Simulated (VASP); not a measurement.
Write the native input for VASP 6.6.1 that does the following.

```yaml
Task: relaxation of cell and atoms
Functional: PBE
Potentials_or_basis: VASP PAW PBE potentials, release 64 (Sr_sv, O)
Cutoff: 600 eV
k_mesh: 9 × 9 × 9
Occupations: fermi-dirac, width 0.05 eV
Spin: no spin polarisation
Target_pressure: 20 GPa
Dipole_correction: no
Further_INCAR_settings: ALGO = Normal; EDIFF = 1e-06; IBRION = 2; EDIFFG = -0.01; NSW = 60; ISIF = 3
```

The structure of SrO lies in POSCAR:

```
SrO
1.0
    0.0000000000      2.5663000000      2.5663000000
    2.5663000000      0.0000000000      2.5663000000
    2.5663000000      2.5663000000      0.0000000000
Sr O
1 1
Direct
    0.5000000000      0.5000000000      0.5000000000
    0.0000000000      0.0000000000      0.0000000000
```

One way to write it, as run:

INCAR

```
SYSTEM = SrO
  PREC = Accurate
  ENCUT = 600
  EDIFF = 1E-6
  ISMEAR = -1
  SIGMA = 0.05
  LREAL = .FALSE.
  LASPH = .TRUE.
  NELM = 100
  ALGO = Normal
  ISIF = 3
  LWAVE = .FALSE.
  LCHARG = .FALSE.
  GGA = PE
  IBRION = 2
  NSW = 60
  EDIFFG = -0.01
  PSTRESS = 200.0
```

KPOINTS

```
regular mesh
0
G
  9 9 9
  0 0 0
```

Potentials or basis: VASP PAW PBE potentials, release 64 (Sr_sv, O).

Run with:

```sh
$ cat potpaw_PBE.64/Sr_sv/POTCAR potpaw_PBE.64/O/POTCAR > POTCAR
$ mpirun -np 1 vasp_std > vasp.out
```

It gave:

The relaxed volume is 14.97 Å³/atom, the relaxed cell is a = 3.485 Å, b = 3.485 Å, c = 3.485 Å, α = 60.00°, β = 60.00°, γ = 60.00° and the space group after relaxing (to 0.1 Å) is Fm-3m (No. 225). The energy change on relaxing (the run minimises the enthalpy) is +133.3 meV/atom. The ionic steps are 4 and the pressure after relaxing is 19.9 GPa. The band gap on the k mesh is 3.21 eV.

Caveat: the cell is relaxed towards a set pressure, so the run minimises the enthalpy, not the energy; an odd mesh through Γ misses points on the zone boundary, where band edges can lie.

Run time: 61 s on 1 thread of AMD EPYC 9R14 (Zen 4), with other jobs on the host, peak memory 0.15 GiB.
